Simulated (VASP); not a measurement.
A run of VASP 6.6.1 is set up as follows.

Contents of INCAR:

```
SYSTEM = ZrB
ALGO     = Normal         ! electronic algorithm
EDIFF    = 1E-7           ! SCF threshold, eV
ENCUT    = 520            ! plane-wave cutoff, eV
ISIF     = 2              ! what is computed and relaxed
ISMEAR   = 0              ! smearing method
LASPH    = .True.         ! aspherical terms in the spheres
LCHARG   = .False.        ! write CHGCAR
LREAL    = .False.        ! projectors in reciprocal space
LWAVE    = .False.        ! write WAVECAR
NBANDS   = 14             ! bands
NELM     = 80             ! most SCF steps
PREC     = Accurate       ! precision mode
SIGMA    = 0.15           ! smearing width, eV
```

KPOINTS

```
k-points
0
Gamma
  16 16 16
  0 0 0
```

Contents of POSCAR:

```
ZrB
1.0
    0.0000000000      2.4153850465      2.4153850465
    2.5844619998      0.0000000000      2.4153850465
    2.5844619998      2.4153850465      0.0000000000
Zr B
1 1
Direct
    0.0000000000      0.0000000000      0.0000000000
    0.5000000000      0.5000000000      0.5000000000
```

Potentials or basis: VASP PAW LDA potentials, release 64 (Zr_sv, B).

Run with:

```bash
$ cat potpaw_LDA.64/Zr_sv/POTCAR potpaw_LDA.64/B/POTCAR > POTCAR
$ mpirun -np 1 vasp_std > vasp.out
```

Problem. Predict the pressure.

Solution. -9.0 GPa.

Stress tensor (GPa, compression positive):
```
-20.19   0.00   0.00
  0.00  -3.48   0.00
  0.00   0.00  -3.48
```

Caveat: the cell differs from its parent crystal (normal strain along x +0.0700, normal strain along z +0.0000).
